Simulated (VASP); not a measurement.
# CdSe (P6_3mc) in VASP: electric field gradients with r2SCAN

Aim: the electric field gradients of CdSe with r2SCAN.

Program: VASP 6.6.1. These are calculated values, not measurements. Logs are shortened: lines on timing, memory, paths and dates and some standing lists are left out, and cuts for length are marked.

### Step 1. The cell of the first run

The structure is hexagonal, space group P6_3mc (No. 186). The conventional cell has a = 4.346 Å, b = 4.346 Å, c = 7.090 Å, α = 90.00°, β = 90.00°, γ = 120.00°. Within 3.5 Å of Cd (site symmetry 3m) lie 4 Se at 2.66 to 2.67 Å. Se (site symmetry 3m) has 4 Cd at 2.66 to 2.67 Å within 3.5 Å.

### Step 2. Electric field gradients, r2SCAN

POSCAR reads:

```
CdSe
1.0
    4.3460853832      0.0000000000      0.0000000000
   -2.1730426916      3.7638203488      0.0000000000
    0.0000000000      0.0000000000      7.0898398800
Cd Se
2 2
Direct
    0.6666666667      0.3333333333      0.4999533600
    0.3333333333      0.6666666667      0.9999533600
    0.6666666667      0.3333333333      0.8759066400
    0.3333333333      0.6666666667      0.3759066400
```

INCAR.step1 reads:

```
SYSTEM = CdSe
ALGO     = Normal         ! electronic algorithm
EDIFF    = 1E-4           ! SCF threshold, eV
ENCUT    = 520            ! plane-wave cutoff, eV
GGA      = PE             ! functional
ISMEAR   = -1             ! smearing method
LASPH    = .TRUE.         ! aspherical terms in the spheres
LCHARG   = .FALSE.        ! write CHGCAR
LREAL    = .FALSE.        ! projectors in reciprocal space
LWAVE    = .TRUE.         ! write WAVECAR
NBANDS   = 26             ! bands
NELM     = 60             ! most SCF steps
PREC     = Accurate       ! precision mode
SIGMA    = 0.025          ! smearing width, eV
```

INCAR.step2 reads:

```
SYSTEM = CdSe
ALGO     = Normal         ! electronic algorithm
EDIFF    = 1E-8           ! SCF threshold, eV
ENCUT    = 520            ! plane-wave cutoff, eV
ISIF     = 2              ! what is computed and relaxed
ISMEAR   = -1             ! smearing method
ISTART   = 1            
LASPH    = .TRUE.         ! aspherical terms in the spheres
LCHARG   = .FALSE.        ! write CHGCAR
LEFG     = .TRUE.       
LMIXTAU  = .TRUE.       
LREAL    = .FALSE.        ! projectors in reciprocal space
LWAVE    = .FALSE.        ! write WAVECAR
METAGGA  = R2SCAN         ! meta-GGA
NBANDS   = 26             ! bands
NELM     = 60             ! most SCF steps
PREC     = Accurate       ! precision mode
SIGMA    = 0.025          ! smearing width, eV
```

KPOINTS reads:

```
k-points
0
G
  8 8 5
  0 0 0
```

Potentials or basis: VASP PAW PBE potentials, release 64 (Cd, Se).

Started as:

```bash
> cat potpaw_PBE.64/Cd/POTCAR potpaw_PBE.64/Se/POTCAR > POTCAR
> cp INCAR.step1 INCAR
> mpirun -np 1 vasp_std > vasp.out
> cp INCAR.step2 INCAR
> mpirun -np 1 vasp_std > vasp.out
```

OUTCAR:

```text
SYSTEM = CdSe
   EDIFF = 1E-8
   ENCUT = 520
   ISIF = 2
   ISMEAR = -1
   ISTART = 1
   LASPH = .TRUE.
   LREAL = .FALSE.
   METAGGA = R2SCAN
   NELM = 60
   PREC = Accurate

 ion  position               nearest neighbor table
   1  0.667  0.333  0.500-   4 2.66   4 2.66   4 2.66   3 2.67
   2  0.333  0.667  1.000-   3 2.66   3 2.66   3 2.66   4 2.67
   3  0.667  0.333  0.876-   2 2.66   2 2.66   2 2.66   1 2.67
   4  0.333  0.667  0.376-   1 2.66   1 2.66   1 2.66   2 2.67

  LATTYP: Found a hexagonal cell.
 ALAT       =     4.3460853832
 C/A-ratio  =     1.6313162892

  Lattice vectors:

 A1 = (   4.3460853832,   0.0000000000,   0.0000000000)
 A2 = (  -2.1730426916,   3.7638203488,   0.0000000000)
 A3 = (   0.0000000000,   0.0000000000,   7.0898398800)

Analysis of symmetry for initial positions (statically):
=====================================================================
 Subroutine PRICEL returns:
 Original cell was already a primitive cell.

 Routine SETGRP: Setting up the symmetry group for a
 hexagonal supercell.

 Subroutine GETGRP returns: Found 12 space group operations
 (whereof  6 operations were pure point group operations)
 out of a pool of 24 trial point group operations.

The static configuration has the point symmetry C_3v.
 The point group associated with its full space group is C_6v.

Analysis of symmetry for dynamics (positions and initial velocities):
=====================================================================
 Subroutine PRICEL returns:
 Original cell was already a primitive cell.

 Routine SETGRP: Setting up the symmetry group for a
 hexagonal supercell.

 Subroutine GETGRP returns: Found 12 space group operations
 (whereof  6 operations were pure point group operations)
 out of a pool of 24 trial point group operations.

The dynamic configuration has the point symmetry C_3v.
 The point group associated with its full space group is C_6v.

 Subroutine INISYM returns: Found 12 space group operations
 (whereof  6 operations are pure point group operations),
 and found     1 'primitive' translations

----------------------------------------------------------------------------------------

                                     Primitive cell

  volume of cell :     115.9748

  direct lattice vectors                    reciprocal lattice vectors
     4.346085383  0.000000000  0.000000000     0.230092120  0.132843747  0.000000000
    -2.173042692  3.763820349  0.000000000     0.000000000  0.265687495  0.000000000
     0.000000000  0.000000000  7.089839880     0.000000000  0.000000000  0.141046909

  length of vectors
     4.346085383  4.346085383  7.089839880     0.265687495  0.265687495  0.141046909

  position of ions in fractional coordinates (direct lattice)
     0.666666667  0.333333333  0.499953360
     0.333333333  0.666666667  0.999953360
     0.666666667  0.333333333  0.875906640
     0.333333333  0.666666667  0.375906640

  ion indices of the primitive-cell ions
   primitive index   ion index
                 1           1
                 2           2
                 3           3
                 4           4

----------------------------------------------------------------------------------------

 KPOINTS: k-points

Automatic generation of k-mesh.
 Grid dimensions read from file:
 generate k-points for:    8    8    5

 Generating k-lattice:

  Cartesian coordinates                     Fractional coordinates (reciprocal lattice)
     0.028761515  0.016605468  0.000000000     0.125000000  0.000000000  0.000000000
     0.000000000  0.033210937  0.000000000     0.000000000  0.125000000  0.000000000
     0.000000000  0.000000000  0.028209382     0.000000000  0.000000000  0.200000000

  Length of vectors
     0.033210937  0.033210937  0.028209382

  Shift w.r.t. Gamma in fractional coordinates (k-lattice)
     0.000000000  0.000000000  0.000000000

 Subroutine IBZKPT returns following result:
 ===========================================

 Found     30 irreducible k-points:

 Following reciprocal coordinates:
            Coordinates               Weight
  0.000000  0.000000  0.000000      1.000000
  0.125000  0.000000  0.000000      6.000000
  0.250000  0.000000  0.000000      6.000000
  0.375000  0.000000  0.000000      6.000000
  0.500000  0.000000  0.000000      3.000000
  0.125000  0.125000  0.000000      6.000000
[... 16 lines left out ...]
  0.250000  0.000000  0.400000     12.000000
  0.375000  0.000000  0.400000     12.000000
 [... further k-points ...]
   k-points           NKPTS =     30   k-points in BZ     NKDIM =     30   number of bands    NBANDS=     26
   number of dos      NEDOS =    301   number of ions     NIONS =      4
   total plane-waves  NPLWV =  55296
   dimension x,y,z NGX =    32 NGY =   32 NGZ =   54
   dimension x,y,z NGXF=    64 NGYF=   64 NGZF=  108
   ions per type =               2   2
   NGX,Y,Z   is equivalent  to a cutoff of  12.24, 12.24, 12.66 a.u.
   NGXF,Y,Z  is equivalent  to a cutoff of  24.48, 24.48, 25.32 a.u.
 SYSTEM =  CdSe
   PREC   = accura    normal or accurate (medium, high low for compatibility)
   ISTART =      1    job   : 0-new  1-cont  2-samecut
   ICHARG =      0    charge: 1-file 2-atom 10-const
   ISPIN  =      1    spin polarized calculation?
   LNONCOLLINEAR =      F non collinear calculations
   LSORBIT =      F    spin-orbit coupling
   LASPH  =      T    aspherical Exc in radial PAW
   ENCUT  =  520.0 eV  38.22 Ry    6.18 a.u.   8.08  8.08 13.18*2*pi/ulx,y,z
   NELM   =     60;   NELMIN=  2; NELMDL=  0     # of ELM steps
   EDIFF  = 0.1E-07   stopping-criterion for ELM
   LREAL  =      F    real-space projection
   EDIFFG = 0.1E-06   stopping-criterion for IOM
   NSW    =      0    number of steps for IOM
   IBRION =     -1    ionic relax: 0-MD 1-quasi-New 2-CG
   NFREE  =      0    steps in history (QN), initial steepest desc. (CG)
   ISIF   =      2    stress and relaxation
   ISYM   =      2    0-nonsym 1-usesym 2-fastsym
   POTIM  = 0.5000    time-step for ionic-motion
   TEBEG  =    0.0;   TEEND  =   0.0 temperature during run
   PSTRESS=    0.0 pullay stress
   NELECT =      36.0000    total number of electrons
   NUPDOWN=      -1.0000    fix difference up-down
   EMIN   =  10.00;   EMAX   =-10.00  energy-range for DOS
   EFERMI =   0.00;   METHOD = LEGACY
   ISMEAR =    -1;   SIGMA  =   0.03  broadening in eV -4-tet -1-fermi 0-gaus
   EFERMI_NEDOS =   21; number of points for ismear=-14 and -15
   IALGO  =     38    algorithm
   IMIX   =      4    mixing-type and parameters
     AMIX     =   0.40;   BMIX     =  1.00
     AMIX_MAG =   1.60;   BMIX_MAG =  1.00
  volume/ion in A,a.u.               =      28.99       195.66
  Fermi-wavevector in a.u.,A,eV,Ry     =   1.108463  2.094691 16.717341  1.228690
  Thomas-Fermi vector in A             =   2.244990
   LORBIT       =      0    0 simple, 1 ext, 2 COOP (PROOUT), +10 PAW based schemes
   METAGGA = R2SCAN    functional components
   LHFCALC =     F    Hartree Fock is set to
   AEXX    =    0.0000 exact exchange contribution
   IVDW    =     0    specifies the selected vdW correction
   LEPSILON=     F    determine dielectric tensor
   LRPA    =     F    only Hartree local field effects (RPA)
 non-spin polarized calculation
  energy-cutoff  :      520.00
  volume of cell :      115.97
 maximum number of plane-waves:      3144
   NGX = 17   NGY = 17   NGZ = 27

 number of electron      36.0000002 magnetization

 Free energy of the ion-electron system (eV)
  ---------------------------------------------------
  ext. energy  EPLUGINS =         0.00000000
  ---------------------------------------------------
  free energy    TOTEN  =       -71.83307916 eV

  energy without entropy =      -71.83307916  energy(sigma->0) =      -71.83307916

 E-fermi :   0.9399     XC(G=0):  -9.2761

 val. band max:        0.4096322405   @ k =   0.0000   0.0000   0.0000
 cond. band min:       1.4927575103   @ k =   0.0000   0.0000   0.0000
 fundamental gap:      1.0831252697
 Fermi energy:         0.9398736326

 k-point     1 :       0.0000    0.0000    0.0000
  band No.  band energies     occupation
      1     -12.4445      2.00000
      2     -12.0864      2.00000
      3      -7.6523      2.00000
      4      -7.6473      2.00000
      5      -7.6472      2.00000
      6      -7.5798      2.00000
[... 18 lines left out ...]
     25       7.9560      0.00000
     26       8.4448      0.00000
[... 644 lines left out ...]
      4      -7.5249      2.00000
      5      -7.5168      2.00000
      6      -7.4878      2.00000
[... 18 lines left out ...]
     25       8.3842      0.00000
     26       9.1799      0.00000

 [... further k-points ...]
[... 5 lines left out ...]
  --------------------------------------------------------------------------------------
  -------------------------------------------------------------------------------------
  Total        0.0162824      0.0162824     -0.0038200      0.0000000      0.0000000      0.0000000
  in kB        0.2249388      0.2249388     -0.0527723      0.0000000      0.0000000      0.0000000
  external PRESSURE =       0.1323685 kB  Pullay stress =       0.0000000 kB

 VOLUME and BASIS-vectors are now :
 -----------------------------------------------------------------------------
  energy-cutoff  :      520.00
  volume of cell :      115.97
      direct lattice vectors                 reciprocal lattice vectors
     4.346085383  0.000000000  0.000000000     0.230092120  0.132843747  0.000000000
    -2.173042692  3.763820349  0.000000000     0.000000000  0.265687495  0.000000000
     0.000000000  0.000000000  7.089839880     0.000000000  0.000000000  0.141046909

 POSITION                                       TOTAL-FORCE (eV/Angst)
 -----------------------------------------------------------------------------------
      2.17304      1.25461      3.54459         0.000000     -0.000000      0.003305
     -0.00000      2.50921      7.08951        -0.000000      0.000000      0.003305
      2.17304      1.25461      6.21004         0.000000      0.000000     -0.003305
     -0.00000      2.50921      2.66512        -0.000000      0.000000     -0.003305
 -----------------------------------------------------------------------------------
    total drift:                               -0.000000      0.000000     -0.003777

  FREE ENERGIE OF THE ION-ELECTRON SYSTEM (eV)
  ---------------------------------------------------
  free  energy   TOTEN  =       -71.8330791649 eV

  energy  without entropy=      -71.8330791649  energy(sigma->0) =      -71.83307916

 Electric field gradients (V/A^2)
---------------------------------------------------------------------
 ion       V_xx      V_yy      V_zz      V_xy      V_xz      V_yz
---------------------------------------------------------------------
   1      -1.428    -1.427     2.855     0.001     0.000    -0.000
   2      -1.428    -1.427     2.855     0.001    -0.000     0.000
   3      -0.722    -0.722     1.444    -0.000     0.000    -0.000
   4      -0.722    -0.722     1.444    -0.000    -0.000     0.000
---------------------------------------------------------------------

 Electric field gradients after diagonalization (V/A^2)
 (convention: |V_zz| > |V_xx| > |V_yy|)
----------------------------------------------------------------------
 ion       V_xx      V_yy      V_zz     asymmetry (V_yy - V_xx)/ V_zz
----------------------------------------------------------------------
   1      -1.429    -1.427     2.855       0.001
   2      -1.429    -1.427     2.855       0.001
   3      -0.722    -0.722     1.444       0.000
   4      -0.722    -0.722     1.444       0.000
----------------------------------------------------------------------

           NMR quadrupolar parameters

 Cq : quadrupolar parameter    Cq=e*Q*V_zz/h
 eta: asymmetry parameters     (V_yy - V_xx)/ V_zz
 Q  : nuclear electric quadrupole moment in mb (millibarn)
----------------------------------------------------------------------
 ion       Cq(MHz)       eta       Q (mb)
----------------------------------------------------------------------
   1       0.007       0.001       1.000
   2       0.007       0.001       1.000
   3       0.003       0.000       1.000
   4       0.003       0.000       1.000
----------------------------------------------------------------------
```

Wall time 9.7 min (1 thread of AMD EPYC 7R43 (Zen 3), shared host); peak memory 0.25 GiB.

Results:

| Quantity | Value |
| --- | --- |
| Free energy | -71.8331 eV |
| Pressure | 0.0 GPa |
| Largest force | 0.003 eV/Å |
| Band gap on the k mesh | 1.08 eV, direct |

Forces in eV/Å, atoms in the order of the input:
```
Cd   0.000  0.000  0.003
Cd   0.000  0.000  0.003
Se   0.000  0.000 -0.003
Se   0.000  0.000 -0.003
```

Electric field gradients, principal values (V/Å²):
```tsv
atom	least	middle	greatest (by size)
1 Cd	-1.427	-1.429	2.855
2 Cd	-1.427	-1.429	2.855
3 Se	-0.722	-0.722	1.444
4 Se	-0.722	-0.722	1.444
```

Caveat: without QUAD_EFG the Cq values of the log hold for a quadrupole moment of 1 mb, not for the nuclei; the PAW data sets were made with another functional, which shifts forces and pressure a little.
